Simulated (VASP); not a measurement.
# BaTiO3 (R3m) in VASP: notebook, part 2 of 2

VASP 6.6.1. Earlier steps stand in the parts before.

**3. Single point, PBEsol**

This run uses another cell than the first one, of 13.87 Å³/atom, 1.038 times its volume.

Input file INCAR:

```
ALGO = Normal
EDIFF = 1E-6
ENCUT = 520
GGA = PS
ISIF = 2
ISMEAR = 0
LASPH = True
LCHARG = False
LREAL = False
LWAVE = False
NBANDS = 28
NELM = 80
PREC = Accurate
SIGMA = 0.01
```

Input file KPOINTS:

```
k-points
0
Gamma
  6 6 6
```

Input file POSCAR:

```
BaTiO3
1.0
    2.9008373373      1.6747992141      2.3786382617
   -2.9008373373      1.6747992141      2.3786382617
    0.0000000000     -3.3495984282      2.3786382617
Ba Ti O
1 1 3
Direct
    0.0000000000      0.0000000000      0.0000000000
    0.4845000000      0.4845000000      0.4845000000
    0.5086000000      0.5086000000      0.0175000000
    0.0175000000      0.5086000000      0.5086000000
    0.5086000000      0.0175000000      0.5086000000
```

Potentials or basis: VASP PAW PBE potentials, release 64 (Ba_sv, Ti_sv, O).

Launch:

```console
cat potpaw_PBE.64/Ba_sv/POTCAR potpaw_PBE.64/Ti_sv/POTCAR potpaw_PBE.64/O/POTCAR > POTCAR
mpirun -np 1 vasp_std > vasp.out
```

OUTCAR:

```text
EDIFF = 1E-6
   ENCUT = 520
   GGA = PS
   ISIF = 2
   ISMEAR = 0
   LASPH = True
   LREAL = False
   NELM = 80
   PREC = Accurate

 ion  position               nearest neighbor table
   1  0.000  0.000  0.000-   3 2.86   4 2.86   5 2.86   4 2.90   5 2.90   5 2.90   4 2.90   3 2.90
                             3 2.90   3 2.96   4 2.96   5 2.96   2 3.46   2 3.52   2 3.52   2 3.52
   2  0.484  0.484  0.484-   3 1.92   4 1.92   5 1.92   3 2.19   4 2.19   5 2.19   1 3.46   1 3.52
                             1 3.52   1 3.52   1 3.59   1 3.59   1 3.59   1 3.68
   3  0.509  0.509  0.017-   2 1.92   2 2.19   1 2.86   1 2.90   1 2.90   1 2.96
   4  0.017  0.509  0.509-   2 1.92   2 2.19   1 2.86   1 2.90   1 2.90   1 2.96
   5  0.509  0.017  0.509-   2 1.92   2 2.19   1 2.86   1 2.90   1 2.90   1 2.96

  LATTYP: Found a trigonal (rhomboedric) cell.
 ALAT       =     4.1082514097
 COS(alpha) =     0.0028448809

  Lattice vectors:

 A1 = (   2.9008373373,   1.6747992141,   2.3786382617)
 A2 = (  -2.9008373373,   1.6747992141,   2.3786382617)
 A3 = (   0.0000000000,  -3.3495984282,   2.3786382617)

Analysis of symmetry for initial positions (statically):
=====================================================================
 Subroutine PRICEL returns:
 Original cell was already a primitive cell.

 Routine SETGRP: Setting up the symmetry group for a
 trigonal (rhombohedral) supercell.

 Subroutine GETGRP returns: Found  6 space group operations
 (whereof  6 operations were pure point group operations)
 out of a pool of 12 trial point group operations.

The static configuration has the point symmetry C_3v.

Analysis of symmetry for dynamics (positions and initial velocities):
=====================================================================
 Subroutine PRICEL returns:
 Original cell was already a primitive cell.

 Routine SETGRP: Setting up the symmetry group for a
 trigonal (rhombohedral) supercell.

 Subroutine GETGRP returns: Found  6 space group operations
[... 125 lines left out ...]
   EFERMI_NEDOS =   21; number of points for ismear=-14 and -15
   IALGO  =     38    algorithm
   IMIX   =      4    mixing-type and parameters
     AMIX     =   0.40;   BMIX     =  1.00
     AMIX_MAG =   1.60;   BMIX_MAG =  1.00
  volume/ion in A,a.u.               =      13.87        93.58
  Fermi-wavevector in a.u.,A,eV,Ry     =   1.362823  2.575363 25.269931  1.857288
  Thomas-Fermi vector in A             =   2.489280
   LORBIT       =      0    0 simple, 1 ext, 2 COOP (PROOUT), +10 PAW based schemes
   GGA     = PS    functional components
   LHFCALC =     F    Hartree Fock is set to
   AEXX    =    0.0000 exact exchange contribution
   IVDW    =     0    specifies the selected vdW correction
   LEPSILON=     F    determine dielectric tensor
   LRPA    =     F    only Hartree local field effects (RPA)
 non-spin polarized calculation
 Gauss-broadening in eV      SIGMA  =   0.01
  energy-cutoff  :      520.00
  volume of cell :       69.34
 maximum number of plane-waves:      1881
 NGX is ok and might be reduce to    32
   NGX = 15   NGY = 15   NGZ = 15

 number of electron      39.9999999 magnetization

 Free energy of the ion-electron system (eV)
  ---------------------------------------------------
  ext. energy  EPLUGINS =         0.00000000
  ---------------------------------------------------
  free energy    TOTEN  =       -41.83690164 eV

  energy without entropy =      -41.83690164  energy(sigma->0) =      -41.83690164

 E-fermi :   3.1430     XC(G=0): -11.0919

 val. band max:        3.0579051738   @ k =   0.5000   0.5000   0.5000
 cond. band min:       5.2060048101   @ k =   0.0000   0.0000   0.0000
 fundamental gap:      2.1480996363
 Fermi energy:         3.1429711338

 k-point     1 :       0.0000    0.0000    0.0000
  band No.  band energies     occupation
      1     -53.2945      2.00000
      2     -29.6228      2.00000
      3     -29.6138      2.00000
      4     -29.6138      2.00000
      5     -21.8918      2.00000
      6     -13.5181      2.00000
[... 733 lines left out ...]
     27      10.7702      0.00000
     28      11.1807      0.00000

 [... further k-points ...]
[... 5 lines left out ...]
  --------------------------------------------------------------------------------------
  -------------------------------------------------------------------------------------
  Total       -4.7187068     -4.7187068     -4.4665641      0.0000000      0.0000000     -0.0000000
  in kB     -109.0354705   -109.0354700   -103.2091911      0.0000000      0.0000000     -0.0000000
  external PRESSURE =    -107.0933772 kB  Pullay stress =       0.0000000 kB

 VOLUME and BASIS-vectors are now :
 -----------------------------------------------------------------------------
  energy-cutoff  :      520.00
  volume of cell :       69.34
      direct lattice vectors                 reciprocal lattice vectors
     2.900837337  1.674799214  2.378638262     0.172364025  0.099514417  0.140136203
    -2.900837337  1.674799214  2.378638262    -0.172364025  0.099514417  0.140136203
     0.000000000 -3.349598428  2.378638262     0.000000000 -0.199028833  0.140136203

 POSITION                                       TOTAL-FORCE (eV/Angst)
 -----------------------------------------------------------------------------------
      0.00000      0.00000      0.00000        -0.000000      0.000000     -0.144382
      0.00000      0.00000      3.45735        -0.000000     -0.000000     -0.611928
      0.00000      1.64499      2.46118        -0.000000     -0.375395      0.252103
     -1.42460     -0.82249      2.46118         0.325102      0.187698      0.252103
      1.42460     -0.82249      2.46118        -0.325102      0.187698      0.252103
 -----------------------------------------------------------------------------------
    total drift:                               -0.000000     -0.000000     -0.000500

  FREE ENERGIE OF THE ION-ELECTRON SYSTEM (eV)
  ---------------------------------------------------
  free  energy   TOTEN  =       -41.8369016413 eV

  energy  without entropy=      -41.8369016413  energy(sigma->0) =      -41.83690164
```

OSZICAR:

```text
N       E                     dE             d eps       ncg     rms          rms(c)
DAV:   1     0.426492300355E+03    0.42649E+03   -0.20634E+04  1792   0.152E+03
DAV:   2    -0.542688767161E+01   -0.43192E+03   -0.41208E+03  2040   0.420E+02
DAV:   3    -0.498466436290E+02   -0.44420E+02   -0.44031E+02  2488   0.133E+02
DAV:   4    -0.520437626898E+02   -0.21971E+01   -0.21925E+01  2768   0.252E+01
DAV:   5    -0.521161370039E+02   -0.72374E-01   -0.72363E-01  2384   0.346E+00    0.218E+01
DAV:   6    -0.422808413185E+02    0.98353E+01   -0.54445E+01  2688   0.638E+01    0.104E+01
DAV:   7    -0.421163751838E+02    0.16447E+00   -0.12455E+01  2448   0.252E+01    0.666E+00
DAV:   8    -0.418740695154E+02    0.24231E+00   -0.64265E-01  2140   0.697E+00    0.363E+00
DAV:   9    -0.418818475454E+02   -0.77780E-02   -0.55040E-01  2660   0.644E+00    0.196E+00
DAV:  10    -0.418424775473E+02    0.39370E-01   -0.23063E-01  2148   0.444E+00    0.612E-01
DAV:  11    -0.418371549663E+02    0.53226E-02   -0.27373E-02  2164   0.957E-01    0.208E-01
DAV:  12    -0.418373251331E+02   -0.17017E-03   -0.46092E-03  2416   0.596E-01    0.162E-01
DAV:  13    -0.418368943511E+02    0.43078E-03   -0.14080E-03  2316   0.357E-01    0.153E-02
DAV:  14    -0.418369018747E+02   -0.75236E-05   -0.59699E-05  2664   0.510E-02    0.798E-03
DAV:  15    -0.418369034315E+02   -0.15568E-05   -0.12120E-05  2292   0.286E-02    0.102E-02
DAV:  16    -0.418369016068E+02    0.18246E-05   -0.51516E-06  1864   0.229E-02    0.105E-03
DAV:  17    -0.418369016413E+02   -0.34428E-07   -0.27021E-07  1140   0.318E-03
   1 F= -.41836902E+02 E0= -.41836902E+02  d E =-.978313E-36
```

stdout:

```text
POSCAR found type information on POSCAR BaTiO
 POSCAR found :  3 types and       5 ions
 scaLAPACK will be used
 -----------------------------------------------------------------------------
|                                                                             |
|                                                                             |
|     You enforced a specific xc type in the INCAR file but a different       |
|     I HOPE YOU KNOW WHAT YOU ARE DOING!                                     |
|                                                                             |
 -----------------------------------------------------------------------------

 LDA part: xc-table for (Slater+PW92), standard interpolation
 POSCAR, INCAR and KPOINTS ok, starting setup
 FFT: planning ... GRIDC
 FFT: planning ... GRID_SOFT
 FFT: planning ... GRID
 WAVECAR not read
 entering main loop
```

It took 30 s on 1 thread of Intel Xeon 6975P-C (Granite Rapids), shared host; peak memory 0.21 GiB.

Results:

- Free energy: -41.8369 eV
- Pressure: -10.7 GPa
- Largest force: 0.612 eV/Å
- Band gap on the k mesh: 2.15 eV, indirect (least direct gap 2.60 eV)

Forces in eV/Å, atoms in the order of the input:
```
Ba   0.000  0.000 -0.144
Ti   0.000  0.000 -0.612
O    0.000 -0.375  0.252
O    0.325  0.188  0.252
O   -0.325  0.188  0.252
```

Caveat: the PAW data sets were made with another functional, which shifts forces and pressure a little; spin-orbit coupling is left out, which moves the levels of the heavy elements. A k mesh can miss the band edges.

**4. Single point, PBEsol**

This run uses another cell than the first one, of 14.38 Å³/atom, 1.077 times its volume.

Input file INCAR:

```
SYSTEM = BaTiO3
  ALGO = Normal
  EDIFF = 1E-6
  ENCUT = 520
  GGA = PS
  ISIF = 2
  ISMEAR = 0
  LASPH = .True.
  LCHARG = .True.
  LELF = .True.
  LREAL = .False.
  LVHAR = .True.
  LWAVE = .False.
  NBANDS = 28
  NELM = 60
  PREC = Accurate
  SIGMA = 0.01
```

Input file KPOINTS:

```
k-points
0
Gamma
  6 6 6
  0 0 0
```

Edit POSCAR of step 3 so:

```diff
@@ -2,5 +2,5 @@
 1.0
-    2.9008373373      1.6747992141      2.3786382617
-   -2.9008373373      1.6747992141      2.3786382617
-    0.0000000000     -3.3495984282      2.3786382617
+    2.9362168892      1.6952256079      2.4076489045
+   -2.9362168892      1.6952256079      2.4076489045
+    0.0000000000     -3.3904512158      2.4076489045
 Ba Ti O
```

Launch:

```console
cat potpaw_PBE.64/Ba_sv/POTCAR potpaw_PBE.64/Ti_sv/POTCAR potpaw_PBE.64/O/POTCAR > POTCAR
mpirun -np 1 vasp_std > vasp.out
```

Wall time 31 s (1 thread of Intel Xeon 6975P-C (Granite Rapids), shared host); peak memory 0.21 GiB.

It converged, with:

```yaml
Free_energy: -41.6344 eV
Pressure: -14.8 GPa
Largest_force: 0.924 eV/Å
Band_gap_on_the_k_mesh: 2.06 eV, indirect (least direct gap 2.52 eV)
```

Forces in eV/Å, atoms in the order of the input:
```
Ba   0.000  0.000 -0.151
Ti   0.000  0.000 -0.924
O    0.000 -0.567  0.358
O    0.491  0.283  0.358
O   -0.491  0.283  0.358
```

Stress tensor (GPa, compression positive):
```
-15.05   0.00   0.00
  0.00 -15.05   0.00
  0.00   0.00 -14.18
```

Levels at points of the mesh, in eV from the valence-band top:
| k point | band 18 | band 19 | band 20 | band 21 | band 22 | band 23 |
| --- | --- | --- | --- | --- | --- | --- |
| (0.00, 0.00, 0.00) | -0.57 | -0.46 | -0.46 | 2.06 | 2.06 | 2.17 |
| (0.50, 0.00, 0.00) | -1.50 | -0.94 | -0.83 | 2.19 | 3.23 | 3.31 |
| (0.50, 0.50, 0.00) | -0.93 | -0.89 | -0.08 | 3.28 | 3.29 | 3.59 |
| (0.50, 0.50, 0.50) | -0.02 | -0.02 | 0.00 | 3.67 | 3.80 | 3.80 |

Caveat: the PAW data sets were made with another functional, which shifts forces and pressure a little; spin-orbit coupling is left out, which moves the levels of the heavy elements. As with any semilocal functional, this PBEsol gap is likely too small.

**5. Single point, PBEsol**

This run uses another cell than the first one, of 11.30 Å³/atom, 0.846 times its volume.

Input file INCAR:

```
SYSTEM = BaTiO3
PREC = Accurate
ENCUT = 910
EDIFF = 1E-6
ISMEAR = 0
SIGMA = 0.01
LREAL = .FALSE.
LASPH = .TRUE.
NELM = 120
ALGO = Normal
ISIF = 2
LWAVE = .FALSE.
LCHARG = .FALSE.
GGA = PS
NBANDS = 28
GGA_COMPAT = .FALSE.
```

Input file KPOINTS:

```
Automatic mesh
0
G
  6 6 6
  0 0 0
```

Edit POSCAR of step 4 so:

```diff
@@ -2,5 +2,5 @@
 1.0
-    2.9362168892      1.6952256079      2.4076489045
-   -2.9362168892      1.6952256079      2.4076489045
-    0.0000000000     -3.3904512158      2.4076489045
+    2.7094201037      1.5642844230      2.2216793209
+   -2.7094201037      1.5642844230      2.2216793209
+    0.0000000000     -3.1285688459      2.2216793209
 Ba Ti O
```

Potentials or basis: VASP PAW PBE potentials, release 64 (Ba_sv, Ti_sv, O_h).

Launch:

```console
cat potpaw_PBE.64/Ba_sv/POTCAR potpaw_PBE.64/Ti_sv/POTCAR potpaw_PBE.64/O_h/POTCAR > POTCAR
mpirun -np 1 vasp_std > vasp.out
```

Wall time 70 s (1 thread of Intel Xeon Platinum 8488C (Sapphire Rapids), shared host); peak memory 0.31 GiB.

Results (log left out):

* Free energy: -41.3625 eV
* Pressure: 29.8 GPa
* Largest force: 1.617 eV/Å
* Band gap on the k mesh: 2.65 eV, indirect (least direct gap 2.92 eV)

Forces in eV/Å, atoms in the order of the input:
```
Ba   0.000  0.000 -0.074
Ti   0.000  0.000  1.617
O    0.000  1.069 -0.515
O   -0.926 -0.534 -0.515
O    0.926 -0.534 -0.515
```

Stress tensor (GPa, compression positive):
```
30.52  0.00  0.00
 0.00 30.52  0.00
 0.00  0.00 28.51
```

Levels at points of the mesh, in eV from the valence-band top:
```csv
k point,band 17,band 18,band 19,band 20,band 21,band 22,band 23,band 24
"(0.00, 0.00, 0.00)",-1.30,-0.47,-0.27,-0.27,2.65,2.65,2.85,5.03
"(0.50, 0.00, 0.00)",-1.90,-1.76,-0.96,-0.78,2.91,4.49,4.60,5.47
"(0.50, 0.50, 0.00)",-1.51,-0.78,-0.74,-0.11,4.58,4.59,4.94,6.22
"(0.50, 0.50, 0.50)",-2.21,-0.02,-0.02,0.00,5.18,5.36,5.36,7.18
```

Caveat: the cutoff is under 1.25 times the usual one of these potentials, so pressure, stress and relaxed cells hold a basis-set (Pulay) error; the PAW data sets were made with another functional, which shifts forces and pressure a little; spin-orbit coupling is left out, which moves the levels of the heavy elements. A k mesh can miss the band edges.

**6. Single point, PBEsol**

This run uses another cell than the first one, of 11.81 Å³/atom, 0.885 times its volume.

Input file INCAR:

```
  ALGO = Normal
  EDIFF = 1E-6
  ENCUT = 910
  GGA = PS
  GGA_COMPAT = False
  ISIF = 2
  ISMEAR = 0
  LASPH = True
  LCHARG = True
  LELF = True
  LREAL = False
  LVHAR = True
  LWAVE = False
  NBANDS = 28
  NELM = 120
  PREC = Accurate
  SIGMA = 0.01
```

Input file KPOINTS:

```
k-points
0
Gamma
  6 6 6
```

Edit POSCAR of step 5 so:

```diff
@@ -2,5 +2,5 @@
 1.0
-    2.7094201037      1.5642844230      2.2216793209
-   -2.7094201037      1.5642844230      2.2216793209
-    0.0000000000     -3.1285688459      2.2216793209
+    2.7498651725      1.5876353943      2.2548436032
+   -2.7498651725      1.5876353943      2.2548436032
+    0.0000000000     -3.1752707886      2.2548436032
 Ba Ti O
```

Potentials or basis: VASP PAW PBE potentials, release 64 (Ba_sv, Ti_sv, O_h).

Launch:

```console
cat potpaw_PBE.64/Ba_sv/POTCAR potpaw_PBE.64/Ti_sv/POTCAR potpaw_PBE.64/O_h/POTCAR > POTCAR
mpirun -np 1 vasp_std > vasp.out
```

It took 55 s on 1 thread of Intel Xeon 6975P-C (Granite Rapids), shared host; peak memory 0.32 GiB.

Results (log left out):

```yaml
Free_energy: -41.7482 eV
Pressure: 17.8 GPa
Largest_force: 1.052 eV/Å
Band_gap_on_the_k_mesh: 2.54 eV, indirect (least direct gap 2.86 eV)
```

Forces in eV/Å, atoms in the order of the input:
```
Ba   0.000  0.000 -0.093
Ti   0.000  0.000  1.052
O    0.000  0.692 -0.320
O   -0.599 -0.346 -0.320
O    0.599 -0.346 -0.320
```

Stress tensor (GPa, compression positive):
```
18.20  0.00  0.00
 0.00 18.20  0.00
 0.00  0.00 16.94
```

Levels at points of the mesh, in eV from the valence-band top:
| k point | band 17 | band 18 | band 19 | band 20 | band 21 | band 22 | band 23 | band 24 |
| --- | --- | --- | --- | --- | --- | --- | --- | --- |
| (0.00, 0.00, 0.00) | -1.22 | -0.50 | -0.32 | -0.32 | 2.54 | 2.54 | 2.72 | 4.98 |
| (0.50, 0.00, 0.00) | -1.84 | -1.73 | -0.97 | -0.81 | 2.77 | 4.24 | 4.34 | 5.11 |
| (0.50, 0.50, 0.00) | -1.56 | -0.84 | -0.79 | -0.11 | 4.32 | 4.33 | 4.67 | 5.80 |
| (0.50, 0.50, 0.50) | -2.28 | -0.02 | -0.02 | 0.00 | 4.88 | 5.05 | 5.05 | 6.95 |

Caveat: the cutoff is under 1.25 times the usual one of these potentials, so pressure, stress and relaxed cells hold a basis-set (Pulay) error; the PAW data sets were made with another functional, which shifts forces and pressure a little; spin-orbit coupling is left out, which moves the levels of the heavy elements. A k mesh can miss the band edges.

**7. Overview**

```tsv
potentials or basis	cell	cutoff (eV)	second run	gap on the mesh (eV)	pressure (GPa)	largest force (eV/Å)
VASP PAW PBE potentials, release 64 (Ba_sv, Ti_sv, O)	a = 4.057 Å, angles 89.8°, 5 atoms	520	-	2.24	-5.7	0.26
VASP PAW PBE potentials, release 64 (Ba_sv, Ti_sv, O)	a = 4.108 Å, angles 89.8°, 5 atoms	520	-	2.15	-10.7	0.61
VASP PAW PBE potentials, release 64 (Ba_sv, Ti_sv, O)	a = 4.158 Å, angles 89.8°, 5 atoms	520	-	2.06	-14.8	0.92
VASP PAW PBE potentials, release 64 (Ba_sv, Ti_sv, O_h)	a = 3.837 Å, angles 89.8°, 5 atoms	910	hard_potentials	2.65	29.8	1.62
VASP PAW PBE potentials, release 64 (Ba_sv, Ti_sv, O_h)	a = 3.894 Å, angles 89.8°, 5 atoms	910	hard_potentials	2.54	17.8	1.05
```

Alike in all rows: task single point; level PBEsol; no spin polarisation; k mesh 6 × 6 × 6; smearing gaussian 0.01 eV.

Caveats: the PAW data sets were made with another functional, which shifts forces and pressure a little; spin-orbit coupling is left out, which moves the levels of the heavy elements; the cutoff is under 1.25 times the usual one of these potentials, so pressure, stress and relaxed cells hold a basis-set (Pulay) error (some runs).

Absolute energies hang on the potentials; compare differences alone.
